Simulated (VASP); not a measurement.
A run of VASP 6.6.1:

INCAR

```
PREC = Accurate
ENCUT = 520
EDIFF = 1E-6
ISMEAR = 0
SIGMA = 0.1
LREAL = Auto
LASPH = T
NELM = 100
ALGO = Normal
ISIF = 2
LWAVE = F
LCHARG = F
LDIPOL = T
IDIPOL = 3
DIPOL = 0.5 0.5 0.488
GGA = PE
IVDW = 12
NBANDS = 91
```

File KPOINTS:

```
regular mesh
0
Gamma
  6 6 1
```

File POSCAR:

```
H2Ir16O
1.0
    5.4313533137      0.0000000000      0.0000000000
   -2.7156766569      4.7036899466      0.0000000000
    0.0000000000      0.0000000000     26.0320221157
Ir O H
16 1 2
Direct
    0.3333333333      0.1666666667      0.3265209272
    0.3333333333      0.6666666667      0.3265209272
    0.8333333333      0.1666666667      0.3265209272
    0.8333333333      0.6666666667      0.3265209272
    0.6666666667      0.3333333333      0.4116983559
    0.6666666667      0.8333333333      0.4116983559
    0.1666666667      0.3333333333      0.4116983559
    0.1666666667      0.8333333333      0.4116983559
   -0.0004919301      0.4985221875      0.4958109235
   -0.0002519968      0.0002061110      0.4959133963
    0.4999440743      0.5000127153      0.4957753378
    0.5014585068      0.0005167366      0.4958046256
    0.3334884515      0.6665583150      0.5796085371
    0.3342177906      0.1677171202      0.5796120294
    0.8322721050      0.6657987278      0.5796193393
    0.8321015392      0.1676815946      0.5807815169
   -0.1480229254      0.1499309312      0.6721711030
   -0.2193285584     -0.0554247283      0.6725362294
    0.0593296473      0.2344201362      0.6726098890
```

Potentials or basis: VASP PAW PBE potentials, release 64 (Ir, O, H).

Launch:

```sh
$ cat potpaw_PBE.64/Ir/POTCAR potpaw_PBE.64/O/POTCAR potpaw_PBE.64/H/POTCAR > POTCAR
$ mpirun -np 1 vasp_std > vasp.out
```

Hardware: 1 thread of Intel(R) Xeon(R) 6975P-C (Granite Rapids) (shared host).

**Question.** How long does it take, and how much memory?

**Answer.** Run time: 56 min on 1 thread of Intel(R) Xeon(R) 6975P-C (Granite Rapids), on a shared host, peak memory 1.1 GiB. Counts: scf iterations 39, k points 20.
